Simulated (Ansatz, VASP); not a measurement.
# GaN in VASP and in Ansatz

The input INCAR:

```
PREC = Accurate ; ENCUT = 600
EDIFF = 1E-6 ; ISMEAR = -1
SIGMA = 0.02 ; LREAL = False
LASPH = True ; NELM = 120
ALGO = Normal ; ISIF = 2
LWAVE = False ; LCHARG = False
GGA = PE ; NBANDS = 16
GGA_COMPAT = False
```

KPOINTS

```
Automatic mesh
0
Gamma
  13 13 13
```

File POSCAR:

```
GaN
1.0
    0.0000000000      1.9858360706      1.9858360706
    1.9858360706      0.0000000000      1.9858360706
    1.9858360706      1.9858360706      0.0000000000
Ga N
1 1
Direct
    0.5000000000      0.5000000000      0.5000000000
    0.0000000000      0.0000000000      0.0000000000
```

Input for Ansatz:

```yaml
crystal:
  lattice:
    - [0.0, 1.9858360706, 1.9858360706]
    - [1.9858360706, 0.0, 1.9858360706]
    - [1.9858360706, 1.9858360706, 0.0]
  atoms:
    - { symbol: Ga, position: [0.5, 0.5, 0.5] }
    - { symbol: "N", position: [0.0, 0.0, 0.0] }
kpoints:
  mp_grid: { grid: [13, 13, 13] }
  band_path:
    path:
      - [0.0, 0.0, 0.0]
      - [0.5, 0.0, 0.5]
      - [0.625, 0.25, 0.625]
      - [0.375, 0.375, 0.75]
      - [0.0, 0.0, 0.0]
      - [0.5, 0.5, 0.5]
      - [0.5, 0.25, 0.75]
      - [0.5, 0.0, 0.5]
    npoints: 5
scf:
  occupations: { method: fermi_dirac, width: 0.02 }
hamiltonian:
  xc: pbe
  pseudopotentials: { kind: all_electron, lapw: { basis_error: 0.001 } }
output:
  forces: true
  stress: true
  eigenvalues: true
```

Change from the starting cell: volume scaled by 0.99.

Alike in both runs: task single point; functional PBE; k mesh 13 × 13 × 13; occupations fermi-dirac, width 0.02 eV; no spin polarisation.

|  | VASP | Ansatz |
| --- | --- | --- |
| version | VASP 6.6.1 | Ansatz 0.2.0 |
| potentials or method | VASP PAW PBE potentials, release 64 (Ga_d, N), cutoff 600 eV | all-electron LAPW, scalar-relativistic |

VASP gave:

| Quantity | Value |
| --- | --- |
| gap on the k mesh at the Fermi level (eV) | 1.99 |
| pressure (GPa) | 75.1 |

**Question.** Which values does Ansatz return?

**Answer.** gap on the k mesh at the Fermi level (eV): 2.01; pressure (GPa): 74.1.

Both programs put the cell under a high pressure, so it lies far from rest at this level. Ansatz ran all-electron here, and VASP with PAW potentials.

Noted on VASP's run: the cell as given lies far from equilibrium.
